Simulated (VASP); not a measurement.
The system is Si2Se.

```
CELL_PARAMETERS angstrom
4.78807 0.00000 0.00000
0.00000 5.84381 0.00000
0.00000 0.00000 3.64810
ATOMIC_POSITIONS crystal
Si 0.20040 0.37870 0.00000
Si 0.79960 0.62130 0.00000
Si 0.70040 0.12130 0.50000
Si 0.29960 0.87870 0.50000
Se 0.00000 0.00000 0.00000
Se 0.50000 0.50000 0.50000
```

- Program: VASP 6.6.1
- Task: relaxation of cell and atoms
- Functional: PBE
- Potentials or basis: VASP PAW PBE potentials, release 64 (Si, Se)
- Cutoff: 600 eV
- k mesh: 4 × 4 × 6
- Occupations: gaussian, width 0.1 eV
- Spin: no spin polarisation

At the start: pressure 19.0 GPa; volume 17.01 Å³/atom.

**Question.** How do energy, volume and symmetry change on relaxing?

**Answer.** Over 23 steps the energy falls by 336.1 meV/atom and the volume is 19.46 Å³/atom (+14.4 %); space group Pnnm (No. 58, to 0.1 Å) before and after.

Step by step:
```tsv
step	energy change (eV)	largest force (eV/Å)	pressure (GPa)	volume (Å³)
1	0.0000	1.2322	18.96	102.08
2	-1.4350	0.5706	-2.50	134.78
3	-1.4656	0.6529	-0.64	129.29
4	-1.4657	0.6436	-0.86	129.88
5	-1.5519	0.4354	-0.66	129.00
6	-1.6222	0.3421	0.12	127.41
7	-1.6877	0.4155	-0.02	126.98
8	-1.7820	0.6469	-0.28	125.28
9	-1.8394	0.1979	-0.59	124.32
10	-1.8427	0.1597	-0.59	123.96
11	-1.8578	0.1611	0.10	122.15
12	-1.8638	0.1626	0.90	120.20
13	-1.8749	0.1480	0.85	120.21
14	-1.9084	0.1087	0.65	120.20
15	-1.9429	0.2016	-0.27	120.06
16	-1.9586	0.1935	-0.47	119.77
17	-1.9620	0.1938	-1.14	118.86
18	-1.9695	0.1932	-0.80	119.34
19	-1.9846	0.1483	-0.34	118.21
20	-1.9999	0.0657	0.79	115.83
21	-2.0124	0.0272	0.30	116.40
22	-2.0150	0.0190	-0.02	116.77
23	-2.0169	0.0209	0.01	116.78
```

Final structure:
```cif
data_structure
_symmetry_space_group_name_H-M 'P 1'
_symmetry_Int_Tables_number 1
_cell_length_a 4.9429
_cell_length_b 7.2218
_cell_length_c 3.2716
_cell_angle_alpha 90.000
_cell_angle_beta 90.000
_cell_angle_gamma 90.000
_cell_volume 116.78
loop_
_atom_site_label
_atom_site_type_symbol
_atom_site_fract_x
_atom_site_fract_y
_atom_site_fract_z
_atom_site_occupancy
Si1 Si 0.14062 0.35902 0.00000 1
Si2 Si 0.85938 0.64098 0.00000 1
Si3 Si 0.64062 0.14098 0.50000 1
Si4 Si 0.35938 0.85902 0.50000 1
Se1 Se 0.00000 0.00000 0.00000 1
Se2 Se 0.50000 0.50000 0.50000 1
```

Caveat: a cell axis changed by over 15 % at a fixed basis, so the end point is rough.
